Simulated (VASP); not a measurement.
# AlCo in VASP: further runs

AlCo is run at these levels: PBE, LDA; tasks: single point.

Program: VASP 6.6.1. These are calculated values, not measurements. Logs are shortened: lines on timing, memory, paths and dates and some standing lists are left out, and cuts for length are marked.

### 1 The cell of the first run

Symmetry: P4/mmm, No. 123, tetragonal system. The conventional cell has a = 2.865 Å, b = 2.865 Å, c = 2.836 Å, α = 90.00°, β = 90.00°, γ = 90.00°. Within 3.3 Å of Al (site symmetry 4/mmm) lie 8 Co at 2.47 Å and 6 Al at 2.84 to 2.86 Å. Co (site symmetry 4/mmm) has 8 Al at 2.47 Å and 6 Co at 2.84 to 2.86 Å within 3.3 Å.

### 2 Single point, PBE, collinear spin, ferromagnetic start

INCAR reads:

```
PREC = Accurate ; ENCUT = 520
EDIFF = 1E-7 ; ISMEAR = 0
SIGMA = 0.1 ; LREAL = F
LASPH = T ; NELM = 150
ALGO = Fast ; ISIF = 2
LWAVE = F ; LCHARG = F
ISPIN = 2 ; MAGMOM = 0 0 3 3
LORBIT = 11 ; LMAXMIX = 4
GGA = PE ; NBANDS = 24
```

KPOINTS reads:

```
Automatic mesh
0
Gamma
  6 6 4
```

POSCAR reads:

```
AlCo
1.0
    2.8648744933      0.0000000000      0.0000000000
    0.0000000000      2.8648744933      0.0000000000
    0.0000000000      0.0000000000      5.6720570846
Al Co
2 2
Direct
    0.0000000000      0.0000000000      0.7499564314
    0.0000000000      0.0000000000      0.2500435686
    0.5000000000      0.5000000000      0.0000000000
    0.5000000000      0.5000000000      0.5000000000
```

Potentials or basis: VASP PAW PBE potentials, release 64 (Al, Co).

Launch:

```
$ cat potpaw_PBE.64/Al/POTCAR potpaw_PBE.64/Co/POTCAR > POTCAR
$ mpirun -np 1 vasp_std > vasp.out
```

OUTCAR:

```text
PREC = Accurate
   ENCUT = 520
   EDIFF = 1E-7
   ISMEAR = 0
   LREAL = F
   LASPH = T
   NELM = 150
   ISIF = 2
   ISPIN = 2
   LORBIT = 11
   GGA = PE

 ion  position               nearest neighbor table
   1  0.000  0.000  0.750-   4 2.47   4 2.47   4 2.47   4 2.47   3 2.47   3 2.47   3 2.47   3 2.47
                             2 2.84   2 2.84
   2  0.000  0.000  0.250-   4 2.47   4 2.47   4 2.47   4 2.47   3 2.47   3 2.47   3 2.47   3 2.47
                             1 2.84   1 2.84
   3  0.500  0.500  0.000-   1 2.47   2 2.47   1 2.47   2 2.47   1 2.47   2 2.47   1 2.47   2 2.47
                             4 2.84   4 2.84
   4  0.500  0.500  0.500-   1 2.47   2 2.47   1 2.47   2 2.47   1 2.47   2 2.47   1 2.47   2 2.47
                             3 2.84   3 2.84

  LATTYP: Found a simple tetragonal cell.
 ALAT       =     2.8648744933
 C/A-ratio  =     1.9798623283

  Lattice vectors:

 A1 = (   2.8648744933,   0.0000000000,   0.0000000000)
 A2 = (   0.0000000000,   2.8648744933,   0.0000000000)
 A3 = (   0.0000000000,   0.0000000000,   5.6720570846)

Analysis of symmetry for initial positions (statically):
=====================================================================
 Subroutine PRICEL returns:
 Original cell was already a primitive cell.

 Routine SETGRP: Setting up the symmetry group for a
 simple tetragonal supercell.

 Subroutine GETGRP returns: Found 16 space group operations
 (whereof 16 operations were pure point group operations)
 out of a pool of 16 trial point group operations.

The static configuration has the point symmetry D_4h.

Analysis of symmetry for dynamics (positions and initial velocities):
=====================================================================
 Subroutine PRICEL returns:
 Original cell was already a primitive cell.

 Routine SETGRP: Setting up the symmetry group for a
 simple tetragonal supercell.

 Subroutine GETGRP returns: Found 16 space group operations
 (whereof 16 operations were pure point group operations)
 out of a pool of 16 trial point group operations.

The dynamic configuration has the point symmetry D_4h.

Analysis of structural, dynamic, and magnetic symmetry:
=====================================================================
 Subroutine PRICEL returns:
 Original cell was already a primitive cell.

 Routine SETGRP: Setting up the symmetry group for a
 simple tetragonal supercell.

 Subroutine GETGRP returns: Found 16 space group operations
 (whereof 16 operations were pure point group operations)
[... 134 lines left out ...]
   IVDW    =     0    specifies the selected vdW correction
   LEPSILON=     F    determine dielectric tensor
   LRPA    =     F    only Hartree local field effects (RPA)
 spin polarized calculation
 RMM-DIIS sequential band-by-band and
 Gauss-broadening in eV      SIGMA  =   0.10
  energy-cutoff  :      520.00
  volume of cell :       46.55
 maximum number of plane-waves:      1278
 NGX is ok and might be reduce to    24
   NGX = 11   NGY = 11   NGZ = 21

 number of electron      24.0000005 magnetization       0.1071719

 Free energy of the ion-electron system (eV)
  ---------------------------------------------------
  ext. energy  EPLUGINS =         0.00000000
  ---------------------------------------------------
  free energy    TOTEN  =       -23.97495286 eV

  energy without entropy =      -23.96418981  energy(sigma->0) =      -23.96957133

 E-fermi :  10.5190     XC(G=0): -12.2378

 val. band max:       10.5045940824   @ k =   0.5000   0.0000   0.2500
 cond. band min:      10.5190746189   @ k =   0.3333   0.0000   0.0000
 fundamental gap:      0.0144805365
 Fermi energy:        10.5190110868

 spin component 1

 k-point     1 :       0.0000    0.0000    0.0000
  band No.  band energies     occupation
      1      -0.5327      1.00000
      2       3.8111      1.00000
      3       3.9295      1.00000
      4       7.5242      1.00000
      5       7.5488      1.00000
      6       8.1228      1.00000
[... 637 lines left out ...]
     23      22.9974      0.00000
     24      23.0024      0.00000

 [... further k-points ...]

 spin component 2

 k-point     1 :       0.0000    0.0000    0.0000
  band No.  band energies     occupation
      1      -0.5395      1.00000
      2       3.8024      1.00000
      3       3.9320      1.00000
      4       7.6130      1.00000
      5       7.6159      1.00000
      6       8.2293      1.00000
[... 637 lines left out ...]
     23      22.9902      0.00000
     24      22.9942      0.00000

 [... further k-points ...]

------------------------ aborting loop because EDIFF is reached ----------------------------------------

  FORCE on cell =-STRESS in cart. coord.  units (eV):
  Direction    XX          YY          ZZ          XY          YZ          ZX
  --------------------------------------------------------------------------------------
  -------------------------------------------------------------------------------------
  Total       -0.2561760     -0.2561760      0.1062767      0.0000000      0.0000000      0.0000000
  in kB       -8.8165199     -8.8165199      3.6576062      0.0000000      0.0000000      0.0000000
  external PRESSURE =      -4.6584779 kB  Pullay stress =       0.0000000 kB

 VOLUME and BASIS-vectors are now :
 -----------------------------------------------------------------------------
  energy-cutoff  :      520.00
  volume of cell :       46.55
      direct lattice vectors                 reciprocal lattice vectors
     2.864874493  0.000000000  0.000000000     0.349055431  0.000000000  0.000000000
     0.000000000  2.864874493  0.000000000     0.000000000  0.349055431  0.000000000
     0.000000000  0.000000000  5.672057085     0.000000000  0.000000000  0.176302880

 POSITION                                       TOTAL-FORCE (eV/Angst)
 -----------------------------------------------------------------------------------
      0.00000      0.00000      4.25380         0.000000     -0.000000      0.006872
      0.00000      0.00000      1.41826        -0.000000     -0.000000     -0.006872
      1.43244      1.43244      0.00000         0.000000      0.000000      0.000000
      1.43244      1.43244      2.83603         0.000000      0.000000      0.000000
 -----------------------------------------------------------------------------------
    total drift:                                0.000000     -0.000000     -0.000000

  FREE ENERGIE OF THE ION-ELECTRON SYSTEM (eV)
  ---------------------------------------------------
  free  energy   TOTEN  =       -23.9749528564 eV

  energy  without entropy=      -23.9641898094  energy(sigma->0) =      -23.96957133

 total charge

# of ion       s       p       d       tot
------------------------------------------
    1        0.394   0.427   0.000   0.821
    2        0.394   0.427   0.000   0.821
    3        0.431   0.500   7.508   8.439
    4        0.431   0.501   7.508   8.440
--------------------------------------------------
tot          1.650   1.855  15.015  18.520

 magnetization (x)

# of ion       s       p       d       tot
------------------------------------------
    1       -0.000  -0.001   0.000  -0.001
    2       -0.000  -0.001   0.000  -0.001
    3        0.000  -0.002   0.072   0.071
    4        0.000  -0.002   0.055   0.053
--------------------------------------------------
tot         -0.000  -0.005   0.127   0.121
```

OSZICAR:

```text
N       E                     dE             d eps       ncg     rms          rms(c)
DAV:   1     0.111137714046E+03    0.11114E+03   -0.10177E+04  2904   0.111E+03
DAV:   2    -0.200360413278E+02   -0.13117E+03   -0.12064E+03  2960   0.223E+02
DAV:   3    -0.257072791362E+02   -0.56712E+01   -0.55181E+01  3648   0.558E+01
[... 12 lines left out ...]
RMM:  16    -0.239749146492E+02   -0.42855E-04   -0.76851E-05  3539   0.589E-02    0.320E-02
RMM:  17    -0.239749468942E+02   -0.32245E-04   -0.61609E-05  3350   0.511E-02    0.125E-02
RMM:  18    -0.239749515691E+02   -0.46749E-05   -0.17358E-05  3491   0.244E-02    0.581E-03
RMM:  19    -0.239749527238E+02   -0.11546E-05   -0.47921E-06  3961   0.109E-02    0.453E-03
RMM:  20    -0.239749528854E+02   -0.16158E-06   -0.54444E-07  2833   0.380E-03    0.446E-03
RMM:  21    -0.239749528564E+02    0.28944E-07   -0.68222E-08  1749   0.176E-03
   1 F= -.23974953E+02 E0= -.23969571E+02  d E =-.107630E-01  mag=     0.1074
```

It took 1.7 min on 1 thread of Intel Xeon Platinum 8259CL at 2.50GHz (Skylake/Cascade Lake), shared host; peak memory 0.2 GiB.

Results:

| Property | Result |
| --- | --- |
| Free energy | -23.9750 eV |
| Pressure | -0.5 GPa |
| Largest force | 0.007 eV/Å |
| Net moment | 0.11 μB per cell |
| Site moments | Al -0.00; Co +0.07, +0.05 μB |
| Valence electrons inside the program's atomic spheres | Al 0.82; Co 8.44 |

Forces in eV/Å, atoms in the order of the input:
```
Al   0.000  0.000  0.007
Al   0.000  0.000 -0.007
Co   0.000  0.000  0.000
Co   0.000  0.000  0.000
```

Stress tensor (GPa, compression positive):
```
-0.88  0.00  0.00
 0.00 -0.88  0.00
 0.00  0.00  0.37
```

Caveat: the k points lie up to 0.37 Å⁻¹ apart.

### 3 Single point, LDA

This run uses another cell than the first one, of 11.60 Å³/atom.

INCAR reads:

```
SYSTEM = AlCo
PREC = Accurate
ENCUT = 520
EDIFF = 1E-6
ISMEAR = 0
SIGMA = 0.1
LREAL = .FALSE.
LASPH = .TRUE.
NELM = 100
ALGO = Fast
ISIF = 2
LWAVE = .FALSE.
LCHARG = .TRUE.
LELF = .TRUE.
LVHAR = .TRUE.
NBANDS = 20
```

KPOINTS reads:

```
Automatic mesh
0
G
  16 16 8
  0 0 0
```

POSCAR reads:

```
AlCo
1.0
    2.8520662309      0.0000000000      0.0000000000
    0.0000000000      2.8520662309      0.0000000000
    0.0000000000      0.0000000000      5.7035013965
Al Co
2 2
Direct
    0.0000000000      0.0000000000      0.7499989142
    0.0000000000      0.0000000000      0.2500010858
    0.5000000000      0.5000000000      0.0000000000
    0.5000000000      0.5000000000      0.5000000000
```

Potentials or basis: VASP PAW LDA potentials, release 64 (Al, Co).

Launch:

```
$ cat potpaw_LDA.64/Al/POTCAR potpaw_LDA.64/Co/POTCAR > POTCAR
$ mpirun -np 1 vasp_std > vasp.out
```

Run time: 3.6 min. Hardware: 1 thread of Intel Xeon Platinum 8259CL at 2.50GHz (Skylake/Cascade Lake), shared host; peak memory 0.29 GiB.

It converged, with:

```
Free energy            : -27.3244 eV
Pressure               : -10.8 GPa
Band gap on the k mesh : zero (bands 12 and 13 overlap by 0.71 eV)
```

Levels at points of the mesh, in eV from the Fermi level:
```csv
k point,band 10,band 11,band 12,band 13,band 14,band 15
"(0.00, 0.00, 0.00)",-0.80,-0.80,-0.69,0.15,5.93,5.93
"(0.50, 0.00, 0.00)",-1.47,-1.47,-0.69,-0.27,0.15,2.40
"(0.50, 0.50, 0.00)",-0.27,-0.24,-0.24,2.40,2.43,2.43
"(0.00, 0.00, 0.50)",-1.28,-0.75,-0.75,1.51,1.51,7.43
"(0.50, 0.00, 0.50)",-1.58,-1.10,-1.10,0.09,0.09,5.52
"(0.50, 0.50, 0.50)",-0.26,0.23,0.23,0.23,0.23,2.45
```

Caveat: the cell stands under tension; the run has no spin polarisation, though such a crystal can be magnetic. Spin polarisation is off, so any magnetic state and its effect on volume and gap are missing.
